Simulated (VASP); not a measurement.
C: single point with PBE

C:

```
CELL_PARAMETERS angstrom
2.59086 0.00000 0.00000
0.00000 3.03138 0.00000
0.00000 0.00000 7.14963
ATOMIC_POSITIONS crystal
C 0.00000 0.50000 0.00000
C 0.50000 0.00000 0.50000
C 0.73487 0.35157 0.34665
C 0.26513 0.35157 0.65335
C 0.73487 0.64843 0.65335
C 0.26513 0.64843 0.34665
C 0.76513 0.14843 0.15335
C 0.23487 0.14843 0.84665
C 0.76513 0.85157 0.84665
C 0.23487 0.85157 0.15335
```

The cell was built from a structure type or drawn by symmetry, and may not be a known phase.

| Quantity | Value |
| --- | --- |
| Program | VASP 6.6.1 |
| Task | single point |
| Functional | PBE |
| Potentials or basis | VASP PAW PBE potentials, release 64 (C) |
| Cutoff | 520 eV |
| k mesh | 6 × 6 × 4 |
| Occupations | gaussian, width 0.1 eV |
| Spin | no spin polarisation |

| Property | Result |
| --- | --- |
| Pressure | 0.6 GPa |
| Largest force | 0.038 eV/Å |
| Band gap on the k mesh | 3.81 eV (least direct gap 4.04 eV) |

Forces on the atoms (eV/Å):
```
C    0.000  0.000  0.000
C    0.000  0.000  0.000
C    0.026 -0.007  0.028
C   -0.026 -0.007 -0.028
C    0.026  0.007 -0.028
C   -0.026  0.007  0.028
C   -0.026  0.007 -0.028
C    0.026  0.007  0.028
C   -0.026 -0.007  0.028
C    0.026 -0.007 -0.028
```

Stress tensor (GPa, compression positive):
```
0.56 0.00 0.00
0.00 0.58 0.00
0.00 0.00 0.67
```

Levels at points of the mesh, in eV from the valence-band top:
| k point | band 17 | band 18 | band 19 | band 20 | band 21 | band 22 | band 23 | band 24 |
| --- | --- | --- | --- | --- | --- | --- | --- | --- |
| (0.00, 0.00, 0.00) | -2.10 | -1.81 | -0.23 | -0.07 | 3.97 | 4.35 | 4.67 | 6.59 |
| (0.50, 0.00, 0.00) | -3.54 | -3.54 | -2.08 | -2.08 | 4.19 | 4.19 | 4.92 | 4.92 |
| (0.00, 0.50, 0.00) | -0.74 | -0.74 | -0.20 | -0.20 | 5.56 | 5.56 | 6.36 | 6.36 |
| (0.50, 0.50, 0.00) | -3.53 | -3.53 | -3.19 | -3.19 | 6.92 | 6.92 | 6.93 | 6.93 |
| (0.00, 0.00, 0.50) | -0.93 | -0.93 | -0.64 | -0.64 | 3.81 | 3.81 | 6.80 | 6.80 |
| (0.50, 0.00, 0.50) | -3.18 | -3.18 | -3.01 | -3.01 | 4.64 | 4.64 | 4.99 | 4.99 |
| (0.00, 0.50, 0.50) | -0.78 | -0.78 | -0.06 | -0.06 | 5.49 | 5.49 | 6.42 | 6.42 |
| (0.50, 0.50, 0.50) | -2.74 | -2.68 | -1.95 | -0.93 | 5.12 | 5.39 | 5.94 | 6.05 |

It took 96 s on 1 thread of Intel Xeon 8259CL (shared host), peak memory 0.19 GiB.

A k mesh can miss the band edges.
